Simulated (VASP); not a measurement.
# HfN (Cmcm) in VASP: further runs

HfN is run at these levels: LDA; tasks: single point.

Everything below comes from runs of VASP 6.6.1. Logs are shortened: lines on timing, memory, paths and dates and some standing lists are left out, and cuts for length are marked.

## Step 1: The cell of the first run

Symmetry: Cmcm, No. 63, orthorhombic system. The conventional cell has a = 4.468 Å, b = 4.468 Å, c = 4.468 Å, α = 90.00°, β = 90.00°, γ = 90.00°. Within 2.9 Å of Hf (site symmetry m2m) lie 6 N at 2.17 to 2.30 Å. N (site symmetry m2m) has 6 Hf at 2.17 to 2.30 Å within 2.9 Å.

## Step 2: Single point, LDA (atoms displaced along a vibrational mode)

INCAR reads:

```
SYSTEM = HfN
PREC = Accurate
ENCUT = 520
EDIFF = 1E-6
ISMEAR = 0
SIGMA = 0.15
LREAL = .False.
LASPH = .True.
NELM = 100
ALGO = Normal
ISIF = 2
LWAVE = .False.
LCHARG = .True.
GGA = CA
LELF = .True.
LVHAR = .True.
NBANDS = 23
```

KPOINTS reads:

```
Automatic mesh
0
Gamma
  14 14 10
  0 0 0
```

POSCAR reads:

```
HfN
1.0
    0.0000000000     -2.2339756809     -2.2339756809
    0.0000000000      2.2339756809     -2.2339756809
    4.4679513618      0.0000000000      0.0000000000
Hf N
2 2
Direct
    0.5006324743      0.4993675257      0.5000000000
   -0.0006324743      0.0006324743      0.0000000000
    0.5145480545      0.4854519455      0.0000000000
   -0.0145480545      0.0145480545      0.5000000000
```

Potentials or basis: VASP PAW LDA potentials, release 64 (Hf_pv, N).

Run with:

```console
$ cat potpaw_LDA.64/Hf_pv/POTCAR potpaw_LDA.64/N/POTCAR > POTCAR
$ mpirun -np 1 vasp_std > vasp.out
```

OUTCAR:

```text
SYSTEM = HfN
   PREC = Accurate
   ENCUT = 520
   EDIFF = 1E-6
   ISMEAR = 0
   LREAL = .False.
   LASPH = .True.
   NELM = 100
   ISIF = 2
   GGA = CA

 ion  position               nearest neighbor table
   1  0.501  0.499  0.500-   4 2.17   3 2.23   3 2.23   4 2.24   4 2.24   4 2.30   2 3.16   2 3.16
                             2 3.16   2 3.16   2 3.16   2 3.16   2 3.16   2 3.16
   2  0.999  0.001  0.000-   3 2.17   4 2.23   4 2.23   3 2.24   3 2.24   3 2.30   1 3.16   1 3.16
                             1 3.16   1 3.16   1 3.16   1 3.16   1 3.16   1 3.16
   3  0.515  0.485  0.000-   2 2.17   1 2.23   1 2.23   2 2.24   2 2.24   2 2.30
   4  0.985  0.015  0.500-   1 2.17   2 2.23   2 2.23   1 2.24   1 2.24   1 2.30

  LATTYP: Found a simple tetragonal cell.
 ALAT       =     3.1593187059
 C/A-ratio  =     1.4142135624

  Lattice vectors:

 A1 = (   0.0000000000,  -2.2339756809,  -2.2339756809)
 A2 = (   0.0000000000,   2.2339756809,  -2.2339756809)
 A3 = (   4.4679513618,   0.0000000000,   0.0000000000)

Analysis of symmetry for initial positions (statically):
=====================================================================
 Subroutine PRICEL returns:
 Original cell was already a primitive cell.

 Routine SETGRP: Setting up the symmetry group for a
 simple tetragonal supercell.

 Subroutine GETGRP returns: Found  8 space group operations
 (whereof  4 operations were pure point group operations)
 out of a pool of 16 trial point group operations.

The static configuration has the point symmetry C_2v.
 The point group associated with its full space group is D_2h.

Analysis of symmetry for dynamics (positions and initial velocities):
=====================================================================
 Subroutine PRICEL returns:
 Original cell was already a primitive cell.

 Routine SETGRP: Setting up the symmetry group for a
 simple tetragonal supercell.

 Subroutine GETGRP returns: Found  8 space group operations
 (whereof  4 operations were pure point group operations)
 out of a pool of 16 trial point group operations.

The dynamic configuration has the point symmetry C_2v.
 The point group associated with its full space group is D_2h.

 Subroutine INISYM returns: Found  8 space group operations
 (whereof  4 operations are pure point group operations),
 and found     1 'primitive' translations

----------------------------------------------------------------------------------------

                                     Primitive cell

  volume of cell :      44.5959

  direct lattice vectors                    reciprocal lattice vectors
     0.000000000 -2.233975681 -2.233975681     0.000000000 -0.223816223 -0.223816223
     0.000000000  2.233975681 -2.233975681     0.000000000  0.223816223 -0.223816223
     4.467951362  0.000000000  0.000000000     0.223816223  0.000000000  0.000000000

  length of vectors
     3.159318706  3.159318706  4.467951362     0.316523939  0.316523939  0.223816223

  position of ions in fractional coordinates (direct lattice)
     0.500632474  0.499367526  0.500000000
     0.999367526  0.000632474  0.000000000
     0.514548054  0.485451946  0.000000000
     0.985451946  0.014548054  0.500000000

  ion indices of the primitive-cell ions
   primitive index   ion index
                 1           1
                 2           2
                 3           3
                 4           4

----------------------------------------------------------------------------------------

 KPOINTS: Automatic mesh

Automatic generation of k-mesh.
 Grid dimensions read from file:
 generate k-points for:   14   14   10

 Generating k-lattice:

  Cartesian coordinates                     Fractional coordinates (reciprocal lattice)
     0.000000000 -0.015986873 -0.015986873     0.071428571  0.000000000  0.000000000
     0.000000000  0.015986873 -0.015986873     0.000000000  0.071428571  0.000000000
     0.022381622  0.000000000  0.000000000     0.000000000  0.000000000  0.100000000

  Length of vectors
     0.022608853  0.022608853  0.022381622

  Shift w.r.t. Gamma in fractional coordinates (k-lattice)
     0.000000000  0.000000000  0.000000000

 Subroutine IBZKPT returns following result:
 ===========================================

 Found    342 irreducible k-points:

 Following reciprocal coordinates:
            Coordinates               Weight
  0.000000  0.000000  0.000000      1.000000
  0.071429  0.000000  0.000000      4.000000
  0.142857  0.000000  0.000000      4.000000
  0.214286  0.000000  0.000000      4.000000
  0.285714  0.000000  0.000000      4.000000
  0.357143  0.000000  0.000000      4.000000
[... 16 lines left out ...]
 -0.142857  0.142857  0.000000      2.000000
  0.214286  0.142857  0.000000      4.000000
 [... further k-points ...]
   k-points           NKPTS =    342   k-points in BZ     NKDIM =    342   number of bands    NBANDS=     23
   number of dos      NEDOS =    301   number of ions     NIONS =      4
   total plane-waves  NPLWV =  20736
   dimension x,y,z NGX =    24 NGY =   24 NGZ =   36
   dimension x,y,z NGXF=    48 NGYF=   48 NGZF=   72
   ions per type =               2   2
   NGX,Y,Z   is equivalent  to a cutoff of  12.63, 12.63, 13.40 a.u.
   NGXF,Y,Z  is equivalent  to a cutoff of  25.26, 25.26, 26.79 a.u.
 SYSTEM =  HfN
   PREC   = accura    normal or accurate (medium, high low for compatibility)
   ISTART =      0    job   : 0-new  1-cont  2-samecut
   ICHARG =      2    charge: 1-file 2-atom 10-const
   ISPIN  =      1    spin polarized calculation?
   LNONCOLLINEAR =      F non collinear calculations
   LSORBIT =      F    spin-orbit coupling
   LASPH  =      T    aspherical Exc in radial PAW
   ENCUT  =  520.0 eV  38.22 Ry    6.18 a.u.   5.87  5.87  8.31*2*pi/ulx,y,z
   NELM   =    100;   NELMIN=  2; NELMDL= -5     # of ELM steps
   EDIFF  = 0.1E-05   stopping-criterion for ELM
   LREAL  =      F    real-space projection
   EDIFFG = 0.1E-04   stopping-criterion for IOM
   NSW    =      0    number of steps for IOM
   IBRION =     -1    ionic relax: 0-MD 1-quasi-New 2-CG
   NFREE  =      0    steps in history (QN), initial steepest desc. (CG)
   ISIF   =      2    stress and relaxation
   ISYM   =      2    0-nonsym 1-usesym 2-fastsym
   POTIM  = 0.5000    time-step for ionic-motion
   TEBEG  =    0.0;   TEEND  =   0.0 temperature during run
   PSTRESS=    0.0 pullay stress
   NELECT =      30.0000    total number of electrons
   NUPDOWN=      -1.0000    fix difference up-down
   EMIN   =  10.00;   EMAX   =-10.00  energy-range for DOS
   EFERMI =   0.00;   METHOD = LEGACY
   ISMEAR =     0;   SIGMA  =   0.15  broadening in eV -4-tet -1-fermi 0-gaus
   EFERMI_NEDOS =   21; number of points for ismear=-14 and -15
   IALGO  =     38    algorithm
   IMIX   =      4    mixing-type and parameters
     AMIX     =   0.40;   BMIX     =  1.00
     AMIX_MAG =   1.60;   BMIX_MAG =  1.00
  volume/ion in A,a.u.               =      11.15        75.24
  Fermi-wavevector in a.u.,A,eV,Ry     =   1.434444  2.710705 27.995735  2.057628
  Thomas-Fermi vector in A             =   2.553851
   LORBIT       =      0    0 simple, 1 ext, 2 COOP (PROOUT), +10 PAW based schemes
   GGA     = CA    functional components
   LHFCALC =     F    Hartree Fock is set to
   AEXX    =    0.0000 exact exchange contribution
   IVDW    =     0    specifies the selected vdW correction
   LEPSILON=     F    determine dielectric tensor
   LRPA    =     F    only Hartree local field effects (RPA)
 non-spin polarized calculation
 Gauss-broadening in eV      SIGMA  =   0.15
  energy-cutoff  :      520.00
  volume of cell :       44.60
 maximum number of plane-waves:      1240
   NGX = 11   NGY = 11   NGZ = 17

 number of electron      29.9999996 magnetization

 Free energy of the ion-electron system (eV)
  ---------------------------------------------------
  ext. energy  EPLUGINS =         0.00000000
  ---------------------------------------------------
  free energy    TOTEN  =       -47.68218919 eV

  energy without entropy =      -47.66786865  energy(sigma->0) =      -47.67502892

 E-fermi :   8.5002     XC(G=0): -13.1510

 val. band max:        8.4963633013   @ k =   0.2857   0.0000   0.3000
 cond. band min:       8.5131744160   @ k =  -0.0714   0.0714   0.1000
 fundamental gap:      0.0168111147
 Fermi energy:         8.5002321822

 k-point     1 :       0.0000    0.0000    0.0000
  band No.  band energies     occupation
      1     -23.2156      2.00000
      2     -22.6634      2.00000
      3     -22.6539      2.00000
      4     -22.3059      2.00000
      5     -22.2990      2.00000
      6     -22.2985      2.00000
[... 15 lines left out ...]
     22      12.7763      0.00000
     23      14.2571      0.00000

 k-point     2 :       0.0714    0.0000    0.0000
  band No.  band energies     occupation
      1     -23.2022      2.00000
      2     -22.6863      2.00000
      3     -22.6499      2.00000
      4     -22.3408      2.00000
      5     -22.3081      2.00000
      6     -22.3023      2.00000
[... 15 lines left out ...]
     22      13.0633      0.00000
     23      14.0532      0.00000

 k-point     3 :       0.1429    0.0000    0.0000
  band No.  band energies     occupation
      1     -23.1627      2.00000
      2     -22.7601      2.00000
      3     -22.6271      2.00000
      4     -22.4466      2.00000
      5     -22.3354      2.00000
      6     -22.3046      2.00000
[... 15 lines left out ...]
     22      13.5261      0.00000
     23      13.8336      0.00000
[... 495 lines left out ...]
 k-point    23 :      -0.1429    0.1429    0.0000
  band No.  band energies     occupation
      1     -23.1136      2.00000
      2     -22.7633      2.00000
      3     -22.6915      2.00000
      4     -22.5205      2.00000
      5     -22.3671      2.00000
      6     -22.3665      2.00000
[... 15 lines left out ...]
     22      13.8478      0.00000
     23      14.1227      0.00000

 k-point    24 :       0.2143    0.1429    0.0000
  band No.  band energies     occupation
      1     -23.0557      2.00000
      2     -22.8566      2.00000
      3     -22.6671      2.00000
      4     -22.6340      2.00000
      5     -22.4063      2.00000
      6     -22.3940      2.00000
[... 15 lines left out ...]
     22      14.1611      0.00000
     23      14.3189      0.00000

 [... further k-points ...]

------------------------ aborting loop because EDIFF is reached ----------------------------------------

  FORCE on cell =-STRESS in cart. coord.  units (eV):
  Direction    XX          YY          ZZ          XY          YZ          ZX
  --------------------------------------------------------------------------------------
  -------------------------------------------------------------------------------------
  Total       -0.4256442      0.2723893     -0.2763250      0.0000000      0.0000000      0.0000000
  in kB      -15.2919184      9.7860028     -9.9273995      0.0000000      0.0000000      0.0000000
  external PRESSURE =      -5.1444383 kB  Pullay stress =       0.0000000 kB

 VOLUME and BASIS-vectors are now :
 -----------------------------------------------------------------------------
  energy-cutoff  :      520.00
  volume of cell :       44.60
      direct lattice vectors                 reciprocal lattice vectors
     0.000000000 -2.233975681 -2.233975681     0.000000000 -0.223816223 -0.223816223
     0.000000000  2.233975681 -2.233975681     0.000000000  0.223816223 -0.223816223
     4.467951362  0.000000000  0.000000000     0.223816223  0.000000000  0.000000000

 POSITION                                       TOTAL-FORCE (eV/Angst)
 -----------------------------------------------------------------------------------
      2.23398     -0.00283     -2.23398         0.000000      0.508718      0.000000
      0.00000     -2.23115     -2.23398         0.000000     -0.508718      0.000000
      0.00000     -0.06500     -2.23398         0.000000      0.928177      0.000000
      2.23398     -2.16898     -2.23398         0.000000     -0.928177      0.000000
 -----------------------------------------------------------------------------------
    total drift:                                0.000000     -0.000000     -0.000000

  FREE ENERGIE OF THE ION-ELECTRON SYSTEM (eV)
  ---------------------------------------------------
  free  energy   TOTEN  =       -47.6821891929 eV

  energy  without entropy=      -47.6678686486  energy(sigma->0) =      -47.67502892
```

Wall time 5.3 min (1 thread of Intel Xeon 8259CL, shared host); peak memory 0.38 GiB.

Results:

```
Free energy            : -47.6822 eV
Pressure               : -0.5 GPa
Largest force          : 0.928 eV/Å
Band gap on the k mesh : zero (bands 15 and 16 overlap by 6.67 eV)
```

Forces on the atoms (eV/Å):
```
Hf   0.000  0.509  0.000
Hf   0.000 -0.509  0.000
N    0.000  0.928  0.000
N    0.000 -0.928  0.000
```

Caveat: the cell differs from its parent crystal (atoms displaced along a vibrational mode); spin-orbit coupling is left out, which moves the levels of the heavy elements.

## Step 3: Single point, LDA (atoms displaced along a vibrational mode)

INCAR reads:

```
PREC     = Accurate       # precision mode
ENCUT    = 520            # plane-wave cutoff, eV
EDIFF    = 1E-7           # SCF threshold, eV
ISMEAR   = 0              # smearing method
SIGMA    = 0.15           # smearing width, eV
LREAL    = False          # projectors in reciprocal space
LASPH    = True           # aspherical terms in the spheres
NELM     = 80             # most SCF steps
ALGO     = Normal         # electronic algorithm
ISIF     = 2              # what is computed and relaxed
LWAVE    = False          # write WAVECAR
LCHARG   = True           # write CHGCAR
GGA      = CA             # functional
LELF     = True           # ELF
LVHAR    = True         
NBANDS   = 23             # bands
```

KPOINTS reads:

```
regular mesh
0
Gamma
  14 14 10
```

POSCAR reads:

```
HfN
1.0
    0.0000000000     -2.2339756809     -2.2339756809
    0.0000000000      2.2339756809     -2.2339756809
    4.4679513618      0.0000000000      0.0000000000
Hf N
2 2
Direct
    0.5094002814      0.4905997186      0.5000000000
   -0.0094002814      0.0094002814      0.0000000000
    0.4947922807      0.5052077193      0.0000000000
    0.0052077193     -0.0052077193      0.5000000000
```

Potentials or basis: VASP PAW LDA potentials, release 64 (Hf_pv, N).

Run with:

```console
$ cat potpaw_LDA.64/Hf_pv/POTCAR potpaw_LDA.64/N/POTCAR > POTCAR
$ mpirun -np 1 vasp_std > vasp.out
```

Run time: 6.1 min. Hardware: 1 thread of Intel Xeon 8259CL, shared host; peak memory 0.38 GiB.

Results (log left out):

```
Free energy            : -47.7162 eV
Pressure               : -1.0 GPa
Largest force          : 0.628 eV/Å
Band gap on the k mesh : zero (bands 15 and 16 overlap by 6.95 eV)
```

Forces on the atoms (eV/Å):
```
Hf   0.000  0.628  0.000
Hf   0.000 -0.628  0.000
N    0.000 -0.032  0.000
N    0.000  0.032  0.000
```

Stress tensor (GPa, compression positive):
```
-1.48  0.00  0.00
 0.00 -0.61  0.00
 0.00  0.00 -1.01
```

Levels at points of the mesh, in eV from the Fermi level:
| k point | band 11 | band 12 | band 13 | band 14 | band 15 | band 16 | band 17 | band 18 | band 19 | band 20 |
| --- | --- | --- | --- | --- | --- | --- | --- | --- | --- | --- |
| (0.00, 0.00, 0.00) | -3.63 | -3.62 | -2.99 | -2.99 | -2.98 | -0.40 | -0.39 | -0.39 | 1.99 | 2.02 |
| (0.50, 0.00, 0.00) | -6.03 | -5.93 | -5.51 | -5.13 | 1.52 | 1.86 | 2.21 | 2.65 | 3.27 | 3.43 |
| (0.50, 0.50, 0.00) | -4.04 | -3.97 | -3.63 | -3.62 | -3.61 | -3.53 | 4.24 | 4.24 | 5.75 | 5.76 |
| (0.00, 0.00, 0.50) | -3.86 | -3.86 | -3.82 | -3.82 | -2.53 | -2.53 | 2.98 | 2.98 | 3.29 | 3.29 |
| (0.50, 0.00, 0.50) | -6.32 | -6.32 | -6.31 | -6.31 | 3.43 | 3.43 | 3.77 | 3.77 | 3.84 | 3.84 |
| (0.50, 0.50, 0.50) | -5.42 | -5.42 | -5.41 | -5.41 | 1.16 | 1.16 | 1.17 | 1.17 | 5.78 | 5.78 |

Caveat: the cell differs from its parent crystal (atoms displaced along a vibrational mode); spin-orbit coupling is left out, which moves the levels of the heavy elements.

(Part 1 of 2 ends here.)
